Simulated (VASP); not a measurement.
# Ti (P6/mmm) in VASP: further runs, part 2 of 2

VASP 6.6.1.

## 3. Single point, PBE (biaxial strain in the a-b plane: -2.0 %, then relaxed in part)

The input, INCAR:

```
ALGO = Fast
EDIFF = 1E-6
ENCUT = 520
GGA = PE
ISIF = 2
ISMEAR = 0
LASPH = True
LCHARG = True
LELF = True
LREAL = False
LVHAR = True
LWAVE = False
NBANDS = 25
NELM = 100
PREC = Accurate
SIGMA = 0.1
```

The input, KPOINTS:

```
k-points
0
Gamma
  12 12 18
```

The input, POSCAR:

```
Ti
1.0
    4.4879455760      0.0000000000      0.0000000000
   -2.2439727880      3.8866748796      0.0000000000
    0.0000000000      0.0000000000      2.8574338480
Ti
3
Direct
    0.0000000000      0.0000000000      0.0000000000
    0.3333333333      0.6666666667      0.5000000000
    0.6666666667      0.3333333333      0.5000000000
```

Potentials or basis: VASP PAW PBE potentials, release 64 (Ti_sv).

On the command line:

```sh
$ cat potpaw_PBE.64/Ti_sv/POTCAR > POTCAR
$ mpirun -np 1 vasp_std > vasp.out
```

OUTCAR:

```text
EDIFF = 1E-6
   ENCUT = 520
   GGA = PE
   ISIF = 2
   ISMEAR = 0
   LASPH = True
   LREAL = False
   NELM = 100
   PREC = Accurate

 ion  position               nearest neighbor table
   1  0.000  0.000  0.000-
   2  0.333  0.667  0.500-   3 2.59   3 2.59   3 2.59
   3  0.667  0.333  0.500-   2 2.59   2 2.59   2 2.59

  LATTYP: Found a hexagonal cell.
 ALAT       =     4.4879455760
 C/A-ratio  =     0.6366908421

  Lattice vectors:

 A1 = (   4.4879455760,   0.0000000000,   0.0000000000)
 A2 = (  -2.2439727880,   3.8866748796,   0.0000000000)
 A3 = (   0.0000000000,   0.0000000000,   2.8574338480)

Analysis of symmetry for initial positions (statically):
=====================================================================
 Subroutine PRICEL returns:
 Original cell was already a primitive cell.

 Routine SETGRP: Setting up the symmetry group for a
 hexagonal supercell.

 Subroutine GETGRP returns: Found 24 space group operations
 (whereof 24 operations were pure point group operations)
 out of a pool of 24 trial point group operations.

The static configuration has the point symmetry D_6h.

Analysis of symmetry for dynamics (positions and initial velocities):
=====================================================================
 Subroutine PRICEL returns:
 Original cell was already a primitive cell.

 Routine SETGRP: Setting up the symmetry group for a
 hexagonal supercell.

 Subroutine GETGRP returns: Found 24 space group operations
 (whereof 24 operations were pure point group operations)
 out of a pool of 24 trial point group operations.

The dynamic configuration has the point symmetry D_6h.

 Subroutine INISYM returns: Found 24 space group operations
 (whereof 24 operations are pure point group operations),
 and found     1 'primitive' translations

[... 111 lines left out ...]
   ISMEAR =     0;   SIGMA  =   0.10  broadening in eV -4-tet -1-fermi 0-gaus
   EFERMI_NEDOS =   21; number of points for ismear=-14 and -15
   IALGO  =     68    algorithm
   IMIX   =      4    mixing-type and parameters
     AMIX     =   0.40;   BMIX     =  1.00
     AMIX_MAG =   1.60;   BMIX_MAG =  1.00
  volume/ion in A,a.u.               =      16.61       112.12
  Fermi-wavevector in a.u.,A,eV,Ry     =   1.468842  2.775708 29.354516  2.157496
  Thomas-Fermi vector in A             =   2.584291
   LORBIT       =      0    0 simple, 1 ext, 2 COOP (PROOUT), +10 PAW based schemes
   GGA     = PE    functional components
   LHFCALC =     F    Hartree Fock is set to
   AEXX    =    0.0000 exact exchange contribution
   IVDW    =     0    specifies the selected vdW correction
   LEPSILON=     F    determine dielectric tensor
   LRPA    =     F    only Hartree local field effects (RPA)
 non-spin polarized calculation
 RMM-DIIS sequential band-by-band and
 Gauss-broadening in eV      SIGMA  =   0.10
  energy-cutoff  :      520.00
  volume of cell :       49.84
 maximum number of plane-waves:      1367
 NGX is ok and might be reduce to    36
   NGX = 17   NGY = 17   NGZ = 11

 number of electron      36.0000011 magnetization

 Free energy of the ion-electron system (eV)
  ---------------------------------------------------
  ext. energy  EPLUGINS =         0.00000000
  ---------------------------------------------------
  free energy    TOTEN  =       -23.49773926 eV

  energy without entropy =      -23.48442887  energy(sigma->0) =      -23.49108407

 E-fermi :   8.7284     XC(G=0): -11.7061

 val. band max:        8.7145269923   @ k =   0.3333   0.1667   0.3333
 cond. band min:       8.7357747746   @ k =   0.3333   0.2500   0.2222
 fundamental gap:      0.0212477824
 Fermi energy:         8.7284215766

 k-point     1 :       0.0000    0.0000    0.0000
  band No.  band energies     occupation
      1     -48.1465      2.00000
      2     -47.8689      2.00000
      3     -47.6685      2.00000
      4     -24.4717      2.00000
      5     -24.4717      2.00000
      6     -24.3816      2.00000
[... 661 lines left out ...]
     24      10.8995      0.00000
     25      11.5956      0.00000

 [... further k-points ...]

------------------------ aborting loop because EDIFF is reached ----------------------------------------

  FORCE on cell =-STRESS in cart. coord.  units (eV):
  Direction    XX          YY          ZZ          XY          YZ          ZX
  --------------------------------------------------------------------------------------
  -------------------------------------------------------------------------------------
  Total        1.5608072      1.5608072     -0.1211344      0.0000000      0.0000000      0.0000000
  in kB       50.1715891     50.1715891     -3.8938222      0.0000000      0.0000000      0.0000000
  external PRESSURE =      32.1497854 kB  Pullay stress =       0.0000000 kB

 VOLUME and BASIS-vectors are now :
 -----------------------------------------------------------------------------
  energy-cutoff  :      520.00
  volume of cell :       49.84
      direct lattice vectors                 reciprocal lattice vectors
     4.487945576  0.000000000  0.000000000     0.222819101  0.128644668  0.000000000
    -2.243972788  3.886674880  0.000000000     0.000000000  0.257289336  0.000000000
     0.000000000  0.000000000  2.857433848     0.000000000  0.000000000  0.349964357

 POSITION                                       TOTAL-FORCE (eV/Angst)
 -----------------------------------------------------------------------------------
      0.00000      0.00000      0.00000         0.000000      0.000000      0.000000
     -0.00000      2.59112      1.42872        -0.000000     -0.000000     -0.000000
      2.24397      1.29556      1.42872         0.000000      0.000000      0.000000
 -----------------------------------------------------------------------------------
    total drift:                                0.000000      0.000000     -0.000000

  FREE ENERGIE OF THE ION-ELECTRON SYSTEM (eV)
  ---------------------------------------------------
  free  energy   TOTEN  =       -23.4977392588 eV

  energy  without entropy=      -23.4844288727  energy(sigma->0) =      -23.49108407
```

OSZICAR:

```text
N       E                     dE             d eps       ncg     rms          rms(c)
DAV:   1     0.431872716328E+03    0.43187E+03   -0.18633E+04  9516   0.180E+03
DAV:   2     0.227315492917E+02   -0.40914E+03   -0.40225E+03  9595   0.518E+02
DAV:   3    -0.228944438744E+02   -0.45626E+02   -0.44500E+02 17575   0.148E+02
[... 40 lines left out ...]
RMM:  44    -0.234977392446E+02   -0.40709E-06   -0.15324E-05  7707   0.146E-02    0.966E-03
RMM:  45    -0.234977394502E+02   -0.20551E-06   -0.13708E-05  7253   0.138E-02    0.959E-03
RMM:  46    -0.234977394572E+02   -0.70622E-08   -0.11978E-05  7428   0.137E-02    0.896E-03
RMM:  47    -0.234977394504E+02    0.68540E-08   -0.10946E-05  7353   0.132E-02    0.101E-02
RMM:  48    -0.234977392588E+02    0.19157E-06   -0.96888E-06  6595   0.127E-02
   1 F= -.23497739E+02 E0= -.23491084E+02  d E =-.133104E-01
```

Run time: 12 min. Hardware: 1 thread of AMD EPYC 7R13 (Zen 3), shared host; peak memory 0.28 GiB.

What came out:

| Item | Value |
| --- | --- |
| Free energy | -23.4977 eV |
| Pressure | 3.2 GPa |
| Band gap on the k mesh | zero (bands 18 and 19 overlap by 0.41 eV) |

Stress tensor (GPa, compression positive):
```
 5.02  0.00  0.00
 0.00  5.02  0.00
 0.00  0.00 -0.39
```

Caveat: the cell differs from its parent crystal (biaxial strain in the a-b plane: -2.0 %, then relaxed in part); the stress differs along the axes, from -0 to 5 GPa.

## 4. Single point, PBE (biaxial strain in the a-b plane: -2.0 %)

The input, INCAR:

```
SYSTEM = Ti
ALGO = Fast
EDIFF = 1E-6
ENCUT = 520
GGA = PE
ISIF = 2
ISMEAR = 0
LASPH = .True.
LCHARG = .True.
LELF = .True.
LREAL = .False.
LVHAR = .True.
LWAVE = .False.
NBANDS = 25
NELM = 100
PREC = Accurate
SIGMA = 0.1
```

The input, KPOINTS:

```
k-points
0
Gamma
  12 12 18
  0 0 0
```

Changes to POSCAR since step 3:

```diff
@@ -4,3 +4,3 @@
    -2.2439727880      3.8866748796      0.0000000000
-    0.0000000000      0.0000000000      2.8574338480
+    0.0000000000      0.0000000000      2.8661587179
 Ti
```

Potentials or basis: VASP PAW PBE potentials, release 64 (Ti_sv).

On the command line:

```sh
$ cat potpaw_PBE.64/Ti_sv/POTCAR > POTCAR
$ mpirun -np 1 vasp_std > vasp.out
```

OUTCAR:

```text
SYSTEM = Ti
   EDIFF = 1E-6
   ENCUT = 520
   GGA = PE
   ISIF = 2
   ISMEAR = 0
   LASPH = .True.
   LREAL = .False.
   NELM = 100
   PREC = Accurate

 ion  position               nearest neighbor table
   1  0.000  0.000  0.000-
   2  0.333  0.667  0.500-   3 2.59   3 2.59   3 2.59
   3  0.667  0.333  0.500-   2 2.59   2 2.59   2 2.59

  LATTYP: Found a hexagonal cell.
 ALAT       =     4.4879455760
 C/A-ratio  =     0.6386349098

  Lattice vectors:

 A1 = (   4.4879455760,   0.0000000000,   0.0000000000)
 A2 = (  -2.2439727880,   3.8866748796,   0.0000000000)
 A3 = (   0.0000000000,   0.0000000000,   2.8661587179)

Analysis of symmetry for initial positions (statically):
=====================================================================
 Subroutine PRICEL returns:
 Original cell was already a primitive cell.

 Routine SETGRP: Setting up the symmetry group for a
 hexagonal supercell.

 Subroutine GETGRP returns: Found 24 space group operations
 (whereof 24 operations were pure point group operations)
 out of a pool of 24 trial point group operations.

The static configuration has the point symmetry D_6h.

Analysis of symmetry for dynamics (positions and initial velocities):
=====================================================================
 Subroutine PRICEL returns:
 Original cell was already a primitive cell.

 Routine SETGRP: Setting up the symmetry group for a
 hexagonal supercell.

 Subroutine GETGRP returns: Found 24 space group operations
 (whereof 24 operations were pure point group operations)
 out of a pool of 24 trial point group operations.

The dynamic configuration has the point symmetry D_6h.

 Subroutine INISYM returns: Found 24 space group operations
 (whereof 24 operations are pure point group operations),
 and found     1 'primitive' translations

----------------------------------------------------------------------------------------

                                     Primitive cell

  volume of cell :      49.9949

  direct lattice vectors                    reciprocal lattice vectors
     4.487945576  0.000000000  0.000000000     0.222819101  0.128644668  0.000000000
    -2.243972788  3.886674880  0.000000000     0.000000000  0.257289336  0.000000000
     0.000000000  0.000000000  2.866158718     0.000000000  0.000000000  0.348899031

  length of vectors
     4.487945576  4.487945576  2.866158718     0.257289336  0.257289336  0.348899031

  position of ions in fractional coordinates (direct lattice)
     0.000000000  0.000000000  0.000000000
     0.333333333  0.666666667  0.500000000
     0.666666667  0.333333333  0.500000000

  ion indices of the primitive-cell ions
   primitive index   ion index
                 1           1
                 2           2
                 3           3

----------------------------------------------------------------------------------------

 KPOINTS: k-points

Automatic generation of k-mesh.
 Grid dimensions read from file:
 generate k-points for:   12   12   18

 Generating k-lattice:

  Cartesian coordinates                     Fractional coordinates (reciprocal lattice)
     0.018568258  0.010720389  0.000000000     0.083333333  0.000000000  0.000000000
     0.000000000  0.021440778  0.000000000     0.000000000  0.083333333  0.000000000
     0.000000000  0.000000000  0.019383280     0.000000000  0.000000000  0.055555556

  Length of vectors
     0.021440778  0.021440778  0.019383280

  Shift w.r.t. Gamma in fractional coordinates (k-lattice)
     0.000000000  0.000000000  0.000000000

 Subroutine IBZKPT returns following result:
 ===========================================

 Found    190 irreducible k-points:

 Following reciprocal coordinates:
            Coordinates               Weight
  0.000000  0.000000  0.000000      1.000000
  0.083333 -0.000000  0.000000      6.000000
  0.166667  0.000000  0.000000      6.000000
  0.250000  0.000000  0.000000      6.000000
  0.333333 -0.000000  0.000000      6.000000
  0.416667  0.000000  0.000000      6.000000
[... 16 lines left out ...]
  0.250000  0.000000  0.055556     12.000000
  0.333333 -0.000000  0.055556     12.000000
 [... further k-points ...]
   k-points           NKPTS =    190   k-points in BZ     NKDIM =    190   number of bands    NBANDS=     25
   number of dos      NEDOS =    301   number of ions     NIONS =      3
   total plane-waves  NPLWV =  31104
   dimension x,y,z NGX =    36 NGY =   36 NGZ =   24
   dimension x,y,z NGXF=    72 NGYF=   72 NGZF=   48
   ions per type =               3
   NGX,Y,Z   is equivalent  to a cutoff of  13.34, 13.34, 13.92 a.u.
   NGXF,Y,Z  is equivalent  to a cutoff of  26.67, 26.67, 27.84 a.u.
 SYSTEM =  Ti
   PREC   = accura    normal or accurate (medium, high low for compatibility)
   ISTART =      0    job   : 0-new  1-cont  2-samecut
   ICHARG =      2    charge: 1-file 2-atom 10-const
   ISPIN  =      1    spin polarized calculation?
   LNONCOLLINEAR =      F non collinear calculations
   LSORBIT =      F    spin-orbit coupling
   LASPH  =      T    aspherical Exc in radial PAW
   ENCUT  =  520.0 eV  38.22 Ry    6.18 a.u.   8.34  8.34  5.33*2*pi/ulx,y,z
   NELM   =    100;   NELMIN=  2; NELMDL= -5     # of ELM steps
   EDIFF  = 0.1E-05   stopping-criterion for ELM
   LREAL  =      F    real-space projection
   EDIFFG = 0.1E-04   stopping-criterion for IOM
   NSW    =      0    number of steps for IOM
   IBRION =     -1    ionic relax: 0-MD 1-quasi-New 2-CG
   NFREE  =      0    steps in history (QN), initial steepest desc. (CG)
   ISIF   =      2    stress and relaxation
   ISYM   =      2    0-nonsym 1-usesym 2-fastsym
   POTIM  = 0.5000    time-step for ionic-motion
   TEBEG  =    0.0;   TEEND  =   0.0 temperature during run
   PSTRESS=    0.0 pullay stress
   NELECT =      36.0000    total number of electrons
   NUPDOWN=      -1.0000    fix difference up-down
   EMIN   =  10.00;   EMAX   =-10.00  energy-range for DOS
   EFERMI =   0.00;   METHOD = LEGACY
   ISMEAR =     0;   SIGMA  =   0.10  broadening in eV -4-tet -1-fermi 0-gaus
   EFERMI_NEDOS =   21; number of points for ismear=-14 and -15
   IALGO  =     68    algorithm
   IMIX   =      4    mixing-type and parameters
     AMIX     =   0.40;   BMIX     =  1.00
     AMIX_MAG =   1.60;   BMIX_MAG =  1.00
  volume/ion in A,a.u.               =      16.66       112.46
  Fermi-wavevector in a.u.,A,eV,Ry     =   1.467350  2.772889 29.294914  2.153115
  Thomas-Fermi vector in A             =   2.582978
   LORBIT       =      0    0 simple, 1 ext, 2 COOP (PROOUT), +10 PAW based schemes
   GGA     = PE    functional components
   LHFCALC =     F    Hartree Fock is set to
   AEXX    =    0.0000 exact exchange contribution
   IVDW    =     0    specifies the selected vdW correction
   LEPSILON=     F    determine dielectric tensor
   LRPA    =     F    only Hartree local field effects (RPA)
 non-spin polarized calculation
 RMM-DIIS sequential band-by-band and
 Gauss-broadening in eV      SIGMA  =   0.10
  energy-cutoff  :      520.00
  volume of cell :       49.99
 maximum number of plane-waves:      1373
 NGX is ok and might be reduce to    36
   NGX = 17   NGY = 17   NGZ = 11

 number of electron      36.0000012 magnetization

 Free energy of the ion-electron system (eV)
  ---------------------------------------------------
  ext. energy  EPLUGINS =         0.00000000
  ---------------------------------------------------
  free energy    TOTEN  =       -23.49718906 eV

  energy without entropy =      -23.48385005  energy(sigma->0) =      -23.49051956

 E-fermi :   8.6970     XC(G=0): -11.6911

 val. band max:        8.6840706116   @ k =   0.4167   0.0000   0.0556
 cond. band min:       8.6983226056   @ k =   0.3333   0.2500   0.2222
 fundamental gap:      0.0142519940
 Fermi energy:         8.6969956664

 k-point     1 :       0.0000    0.0000    0.0000
  band No.  band energies     occupation
      1     -48.1863      2.00000
      2     -47.9071      2.00000
      3     -47.7063      2.00000
      4     -24.5107      2.00000
      5     -24.5107      2.00000
      6     -24.4189      2.00000
[... 17 lines left out ...]
     24      10.4440      0.00000
     25      10.4541      0.00000
[... 621 lines left out ...]
      3     -47.7516      2.00000
      4     -24.6702      2.00000
      5     -24.5400      2.00000
      6     -24.2550      2.00000
[... 17 lines left out ...]
     24      10.8649      0.00000
     25      11.2796      0.00000

 [... further k-points ...]

------------------------ aborting loop because EDIFF is reached ----------------------------------------

  FORCE on cell =-STRESS in cart. coord.  units (eV):
  Direction    XX          YY          ZZ          XY          YZ          ZX
  --------------------------------------------------------------------------------------
  -------------------------------------------------------------------------------------
  Total        1.5317273      1.5317273     -0.3307630      0.0000000     -0.0000000     -0.0000000
  in kB       49.0869457     49.0869457    -10.5998928      0.0000000     -0.0000000     -0.0000000
  external PRESSURE =      29.1913329 kB  Pullay stress =       0.0000000 kB

 VOLUME and BASIS-vectors are now :
 -----------------------------------------------------------------------------
  energy-cutoff  :      520.00
  volume of cell :       49.99
      direct lattice vectors                 reciprocal lattice vectors
     4.487945576  0.000000000  0.000000000     0.222819101  0.128644668  0.000000000
    -2.243972788  3.886674880  0.000000000     0.000000000  0.257289336  0.000000000
     0.000000000  0.000000000  2.866158718     0.000000000  0.000000000  0.348899031

 POSITION                                       TOTAL-FORCE (eV/Angst)
 -----------------------------------------------------------------------------------
      0.00000      0.00000      0.00000        -0.000000      0.000000     -0.000000
     -0.00000      2.59112      1.43308         0.000000      0.000000      0.000000
      2.24397      1.29556      1.43308         0.000000     -0.000000     -0.000000
 -----------------------------------------------------------------------------------
    total drift:                                0.000000      0.000000     -0.000000

  FREE ENERGIE OF THE ION-ELECTRON SYSTEM (eV)
  ---------------------------------------------------
  free  energy   TOTEN  =       -23.4971890619 eV

  energy  without entropy=      -23.4838500498  energy(sigma->0) =      -23.49051956
```

OSZICAR:

```text
N       E                     dE             d eps       ncg     rms          rms(c)
DAV:   1     0.431505166798E+03    0.43151E+03   -0.18638E+04  9500   0.180E+03
DAV:   2     0.226482261871E+02   -0.40886E+03   -0.40211E+03  9641   0.518E+02
DAV:   3    -0.228000983859E+02   -0.45448E+02   -0.44401E+02 17422   0.148E+02
[... 40 lines left out ...]
RMM:  44    -0.234971876771E+02   -0.55701E-06   -0.15529E-05  9779   0.161E-02    0.818E-03
RMM:  45    -0.234971881760E+02   -0.49893E-06   -0.12822E-05  7932   0.131E-02    0.639E-03
RMM:  46    -0.234971885034E+02   -0.32734E-06   -0.11334E-05  7192   0.123E-02    0.543E-03
RMM:  47    -0.234971888298E+02   -0.32645E-06   -0.10612E-05  8095   0.122E-02    0.300E-03
RMM:  48    -0.234971890619E+02   -0.23206E-06   -0.93658E-06  7079   0.123E-02
   1 F= -.23497189E+02 E0= -.23490520E+02  d E =-.133390E-01
```

It took 11 min on 1 thread of AMD EPYC 7R13 (Zen 3), shared host; peak memory 0.28 GiB.

What came out:

- Free energy: -23.4972 eV
- Pressure: 2.9 GPa
- Band gap on the k mesh: zero (bands 18 and 19 overlap by 0.41 eV)

Caveat: the cell differs from its parent crystal (biaxial strain in the a-b plane: -2.0 %); the stress differs along the axes, from -1 to 5 GPa.

## 5. Summary

```csv
cell,gap on the mesh (eV),pressure (GPa)
"a = 4.442, b = 4.442, c = 2.872 Å, angles 90.0, 90.0, 120.0°, 3 atoms",none,5.2
"a = 4.488, b = 4.488, c = 2.857 Å, angles 90.0, 90.0, 120.0°, 3 atoms",none,3.2
"a = 4.488, b = 4.488, c = 2.866 Å, angles 90.0, 90.0, 120.0°, 3 atoms",none,2.9
```

Alike in all rows: task single point; level PBE; potentials or basis VASP PAW PBE potentials, release 64 (Ti_sv); no spin polarisation; k mesh 12 × 12 × 18; cutoff (eV) 520; smearing gaussian 0.1 eV.

Caveats: the stress differs along the axes, from -0 to 8 GPa (at least some runs); the stress differs along the axes, from -0 to 5 GPa (at least some runs); the stress differs along the axes, from -1 to 5 GPa (at least some runs).

Absolute energies hang on the potentials; compare differences alone.

The gap in the log of VASP goes by the Fermi energy; the results here count the filled bands.